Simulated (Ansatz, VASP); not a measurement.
Two plane-wave programs on BaTiO3

```
Ba Ti O
1.0
     2.86307    1.65299    2.35630
    -2.86307    1.65299    2.35630
     0.00000   -3.30599    2.35630
Ba Ti O
1 1 3
Direct
  0.06861 0.06861 0.06861
  0.51919 0.51919 0.51919
  0.48839 0.48839 0.97777
  0.48839 0.97777 0.48839
  0.97777 0.48839 0.48839
```

Alike in both runs: task single point; functional PBE; k mesh 6 × 6 × 6; occupations gaussian, width 0.05 eV; no spin polarisation.

|  | VASP | Ansatz |
| --- | --- | --- |
| version | VASP 6.6.1 | Ansatz 0.2.0 |
| potentials or method | VASP PAW PBE potentials, release 64 (Ba_sv, Ti_sv, O), cutoff 520 eV | scalar-relativistic, plane waves, PAW |
| valence electrons in the cell | 40 | 40 |

Ansatz gave:

| Property | Result |
| --- | --- |
| gap on the k mesh at the Fermi level (eV) | 2.56 |
| least direct gap on the mesh (eV) | 3.05 |
| pressure (GPa) | 6.7 |
| traceless stress, the component that is largest in VASP (GPa) | 5.42 |
| rms of the force components (eV/Å) | 1.056 |

**Question.** Which values does VASP return?

**Answer.** gap on the k mesh at the Fermi level (eV): 2.55; least direct gap on the mesh (eV): 3.03; pressure (GPa): 9.0; traceless stress, the component that is largest in VASP (GPa): 5.93; rms of the force components (eV/Å): 1.195.

Atom by atom the forces differ by 0.157 eV/Å (rms over components).

Spin-orbit coupling is off throughout.
